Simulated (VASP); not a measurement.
# Mo (Im-3m) in VASP: a series of runs

The runs below take Mo through single point, with PBEsol.

All numbers are computed with VASP 6.6.1; they aren't measurements. Logs are shortened: lines on timing, memory, paths and dates and some standing lists are left out, and cuts for length are marked.

**1. The cell of the first run**

Symmetry: Im-3m, No. 229, cubic system. The conventional cell has a = 3.147 Å, b = 3.147 Å, c = 3.147 Å, α = 90.00°, β = 90.00°, γ = 90.00°. Mo (site symmetry m-3m) has 14 Mo at 2.73 to 3.15 Å within 3.6 Å.

**2. Single point, PBEsol**

File INCAR:

```
PREC = Accurate
ENCUT = 520
EDIFF = 1E-7
ISMEAR = 0
SIGMA = 0.1
LREAL = F
LASPH = T
NELM = 60
ALGO = Normal
ISIF = 2
LWAVE = F
LCHARG = F
GGA = PS
NBANDS = 13
```

File KPOINTS:

```
Automatic mesh
0
Gamma
  18 18 18
```

File POSCAR:

```
Mo
1.0
   -1.5734150000      1.5734150000      1.5734150000
    1.5734150000     -1.5734150000      1.5734150000
    1.5734150000      1.5734150000     -1.5734150000
Mo
1
Direct
    0.0000000000      0.0000000000      0.0000000000
```

Potentials or basis: VASP PAW PBE potentials, release 64 (Mo_sv).

Run with:

```console
cat potpaw_PBE.64/Mo_sv/POTCAR > POTCAR
mpirun -np 1 vasp_std > vasp.out
```

OUTCAR:

```text
PREC = Accurate
   ENCUT = 520
   EDIFF = 1E-7
   ISMEAR = 0
   LREAL = F
   LASPH = T
   NELM = 60
   ISIF = 2
   GGA = PS

 ion  position               nearest neighbor table
   1  0.000  0.000  0.000-

  LATTYP: Found a body centered cubic cell.
 ALAT       =     3.1468300000

  Lattice vectors:

 A1 = (  -1.5734150000,   1.5734150000,   1.5734150000)
 A2 = (   1.5734150000,  -1.5734150000,   1.5734150000)
 A3 = (   1.5734150000,   1.5734150000,  -1.5734150000)

Analysis of symmetry for initial positions (statically):
=====================================================================
 Subroutine PRICEL returns:
 Original cell was already a primitive cell.

 Routine SETGRP: Setting up the symmetry group for a
 body centered cubic supercell.

 Subroutine GETGRP returns: Found 48 space group operations
 (whereof 48 operations were pure point group operations)
 out of a pool of 48 trial point group operations.

The static configuration has the point symmetry O_h .

Analysis of symmetry for dynamics (positions and initial velocities):
=====================================================================
 Subroutine PRICEL returns:
 Original cell was already a primitive cell.

 Routine SETGRP: Setting up the symmetry group for a
 body centered cubic supercell.

 Subroutine GETGRP returns: Found 48 space group operations
 (whereof 48 operations were pure point group operations)
 out of a pool of 48 trial point group operations.

The dynamic configuration has the point symmetry O_h .

 Subroutine INISYM returns: Found 48 space group operations
 (whereof 48 operations are pure point group operations),
 and found     1 'primitive' translations

----------------------------------------------------------------------------------------

                                     Primitive cell

  volume of cell :      15.5808

  direct lattice vectors                    reciprocal lattice vectors
    -1.573415000  1.573415000  1.573415000     0.000000000  0.317780115  0.317780115
     1.573415000 -1.573415000  1.573415000     0.317780115  0.000000000  0.317780115
     1.573415000  1.573415000 -1.573415000     0.317780115  0.317780115  0.000000000

  length of vectors
     2.725234721  2.725234721  2.725234721     0.449408949  0.449408949  0.449408949

  position of ions in fractional coordinates (direct lattice)
     0.000000000  0.000000000  0.000000000

  ion indices of the primitive-cell ions
   primitive index   ion index
                 1           1

----------------------------------------------------------------------------------------

 KPOINTS: Automatic mesh

Automatic generation of k-mesh.
 Grid dimensions read from file:
 generate k-points for:   18   18   18

 Generating k-lattice:

  Cartesian coordinates                     Fractional coordinates (reciprocal lattice)
     0.000000000  0.017654451  0.017654451     0.055555556  0.000000000  0.000000000
     0.017654451  0.000000000  0.017654451     0.000000000  0.055555556  0.000000000
     0.017654451  0.017654451  0.000000000     0.000000000  0.000000000  0.055555556

  Length of vectors
     0.024967164  0.024967164  0.024967164

  Shift w.r.t. Gamma in fractional coordinates (k-lattice)
     0.000000000  0.000000000  0.000000000

 Subroutine IBZKPT returns following result:
 ===========================================

 Found    195 irreducible k-points:

 Following reciprocal coordinates:
            Coordinates               Weight
  0.000000  0.000000  0.000000      1.000000
  0.055556  0.000000  0.000000     12.000000
  0.111111  0.000000  0.000000     12.000000
  0.166667  0.000000  0.000000     12.000000
  0.222222  0.000000  0.000000     12.000000
  0.277778  0.000000  0.000000     12.000000
[... 16 lines left out ...]
  0.333333  0.111111 -0.000000     48.000000
  0.388889  0.111111  0.000000     48.000000
 [... further k-points ...]
   k-points           NKPTS =    195   k-points in BZ     NKDIM =    195   number of bands    NBANDS=     13
   number of dos      NEDOS =    301   number of ions     NIONS =      1
   total plane-waves  NPLWV =   8000
   dimension x,y,z NGX =    20 NGY =   20 NGZ =   20
   dimension x,y,z NGXF=    40 NGYF=   40 NGZF=   40
   ions per type =               1
   NGX,Y,Z   is equivalent  to a cutoff of  12.20, 12.20, 12.20 a.u.
   NGXF,Y,Z  is equivalent  to a cutoff of  24.40, 24.40, 24.40 a.u.
 SYSTEM =  unknown system
   PREC   = accura    normal or accurate (medium, high low for compatibility)
   ISTART =      0    job   : 0-new  1-cont  2-samecut
   ICHARG =      2    charge: 1-file 2-atom 10-const
   ISPIN  =      1    spin polarized calculation?
   LNONCOLLINEAR =      F non collinear calculations
   LSORBIT =      F    spin-orbit coupling
   LASPH  =      T    aspherical Exc in radial PAW
   ENCUT  =  520.0 eV  38.22 Ry    6.18 a.u.   5.07  5.07  5.07*2*pi/ulx,y,z
   NELM   =     60;   NELMIN=  2; NELMDL= -5     # of ELM steps
   EDIFF  = 0.1E-06   stopping-criterion for ELM
   LREAL  =      F    real-space projection
   EDIFFG = 0.1E-05   stopping-criterion for IOM
   NSW    =      0    number of steps for IOM
   IBRION =     -1    ionic relax: 0-MD 1-quasi-New 2-CG
   NFREE  =      0    steps in history (QN), initial steepest desc. (CG)
   ISIF   =      2    stress and relaxation
   ISYM   =      2    0-nonsym 1-usesym 2-fastsym
   POTIM  = 0.5000    time-step for ionic-motion
   TEBEG  =    0.0;   TEEND  =   0.0 temperature during run
   PSTRESS=    0.0 pullay stress
   NELECT =      14.0000    total number of electrons
   NUPDOWN=      -1.0000    fix difference up-down
   EMIN   =  10.00;   EMAX   =-10.00  energy-range for DOS
   EFERMI =   0.00;   METHOD = LEGACY
   ISMEAR =     0;   SIGMA  =   0.10  broadening in eV -4-tet -1-fermi 0-gaus
   EFERMI_NEDOS =   21; number of points for ismear=-14 and -15
   IALGO  =     38    algorithm
   IMIX   =      4    mixing-type and parameters
     AMIX     =   0.40;   BMIX     =  1.00
     AMIX_MAG =   1.60;   BMIX_MAG =  1.00
  volume/ion in A,a.u.               =      15.58       105.14
  Fermi-wavevector in a.u.,A,eV,Ry     =   1.579747  2.985289 33.954710  2.495601
  Thomas-Fermi vector in A             =   2.680079
   LORBIT       =      0    0 simple, 1 ext, 2 COOP (PROOUT), +10 PAW based schemes
   GGA     = PS    functional components
   LHFCALC =     F    Hartree Fock is set to
   AEXX    =    0.0000 exact exchange contribution
   IVDW    =     0    specifies the selected vdW correction
   LEPSILON=     F    determine dielectric tensor
   LRPA    =     F    only Hartree local field effects (RPA)
 non-spin polarized calculation
 Gauss-broadening in eV      SIGMA  =   0.10
  energy-cutoff  :      520.00
  volume of cell :       15.58
 maximum number of plane-waves:       432
   NGX = 11   NGY = 11   NGZ = 11

 number of electron      14.0000001 magnetization

 Free energy of the ion-electron system (eV)
  ---------------------------------------------------
  ext. energy  EPLUGINS =         0.00000000
  ---------------------------------------------------
  free energy    TOTEN  =       -11.77524820 eV

  energy without entropy =      -11.77275968  energy(sigma->0) =      -11.77400394

 E-fermi :  12.5320     XC(G=0): -13.5470

 val. band max:       12.5159926018   @ k =   0.3889   0.1111   0.0000
 cond. band min:      12.5365416951   @ k =  -0.3889   0.4444   0.2778
 fundamental gap:      0.0205490932
 Fermi energy:        12.5319928232

 k-point     1 :       0.0000    0.0000    0.0000
  band No.  band energies     occupation
      1     -48.6766      2.00000
      2     -21.9561      2.00000
      3     -21.9561      2.00000
      4     -21.9561      2.00000
      5       5.2210      2.00000
      6      11.1445      2.00000
      7      11.1445      2.00000
      8      11.1445      2.00000
      9      14.1708      0.00000
     10      14.1708      0.00000
     11      27.3304      0.00000
     12      27.3304      0.00000
     13      27.3304      0.00000

 k-point     2 :       0.0556    0.0000    0.0000
  band No.  band energies     occupation
      1     -48.6686      2.00000
      2     -22.0022      2.00000
      3     -21.9703      2.00000
      4     -21.9564      2.00000
      5       5.3591      2.00000
      6      11.0662      2.00000
      7      11.1320      2.00000
      8      11.2740      2.00000
      9      14.0536      0.00000
     10      14.1727      0.00000
     11      27.4356      0.00000
     12      27.5631      0.00000
     13      27.6083      0.00000

 k-point     3 :       0.1111    0.0000    0.0000
  band No.  band energies     occupation
      1     -48.6456      2.00000
      2     -22.1338      2.00000
      3     -22.0110      2.00000
      4     -21.9575      2.00000
      5       5.7533      2.00000
      6      10.8485      2.00000
      7      11.0763      2.00000
      8      11.6568      2.00000
      9      13.7958      0.00000
     10      14.1836      0.00000
     11      27.6878      0.00000
     12      28.2413      0.00000
     13      28.3007      0.00000
[... 305 lines left out ...]
 k-point    23 :       0.3333    0.1111   -0.0000
  band No.  band energies     occupation
      1     -48.4288      2.00000
      2     -23.1942      2.00000
      3     -22.4025      2.00000
      4     -22.0280      2.00000
      5       7.6996      2.00000
      6       9.3770      2.00000
      7      11.8801      2.00000
      8      13.9617      0.00000
      9      14.9706      0.00000
     10      17.0719      0.00000
     11      25.1933      0.00000
     12      25.9988      0.00000
     13      30.4385      0.00000

 k-point    24 :       0.3889    0.1111    0.0000
  band No.  band energies     occupation
      1     -48.4062      2.00000
      2     -23.2931      2.00000
      3     -22.4498      2.00000
      4     -22.0300      2.00000
      5       7.5622      2.00000
      6       9.2492      2.00000
      7      12.5160      1.17901
      8      14.0822      0.00000
      9      15.2269      0.00000
     10      17.9557      0.00000
     11      24.2548      0.00000
     12      25.3007      0.00000
     13      29.5153      0.00000

 [... further k-points ...]
[... 5 lines left out ...]
  --------------------------------------------------------------------------------------
  -------------------------------------------------------------------------------------
  Total       -0.3917763     -0.3917763     -0.3917763      0.0000000      0.0000000     -0.0000000
  in kB      -40.2864452    -40.2864452    -40.2864452      0.0000000      0.0000000     -0.0000000
  external PRESSURE =     -40.2864452 kB  Pullay stress =       0.0000000 kB

 VOLUME and BASIS-vectors are now :
 -----------------------------------------------------------------------------
  energy-cutoff  :      520.00
  volume of cell :       15.58
      direct lattice vectors                 reciprocal lattice vectors
    -1.573415000  1.573415000  1.573415000     0.000000000  0.317780115  0.317780115
     1.573415000 -1.573415000  1.573415000     0.317780115  0.000000000  0.317780115
     1.573415000  1.573415000 -1.573415000     0.317780115  0.317780115  0.000000000

 POSITION                                       TOTAL-FORCE (eV/Angst)
 -----------------------------------------------------------------------------------
      0.00000      0.00000      0.00000        -0.000000      0.000000      0.000000
 -----------------------------------------------------------------------------------
    total drift:                                0.000000     -0.000000      0.000000

  FREE ENERGIE OF THE ION-ELECTRON SYSTEM (eV)
  ---------------------------------------------------
  free  energy   TOTEN  =       -11.7752482005 eV

  energy  without entropy=      -11.7727596846  energy(sigma->0) =      -11.77400394
```

Wall time 44 s (1 thread of Intel Xeon 8259CL, shared host); peak memory 0.15 GiB.

Results:

```yaml
Free_energy: -11.7752 eV
Pressure: -4.0 GPa
Band_gap_on_the_k_mesh: zero (band 7 reaches 16.55 eV, above the bottom of band 8 at 11.14 eV)
```

Levels at points of the mesh, in eV from the Fermi level:
```tsv
k point	band 3	band 4	band 5	band 6	band 7	band 8	band 9	band 10	band 11	band 12
(0.00, 0.00, 0.00)	-34.49	-34.49	-7.31	-1.39	-1.39	-1.39	1.64	1.64	14.80	14.80
(0.50, 0.00, 0.00)	-34.94	-34.50	-5.39	-3.44	1.60	1.68	2.31	4.79	11.67	11.92
(0.50, 0.50, 0.50)	-35.47	-35.47	-5.51	-5.51	4.01	4.01	4.01	9.03	9.03	9.03
```

Caveat: the PAW data sets were made with another functional, which shifts forces and pressure a little.

[end of part 1 of 3]
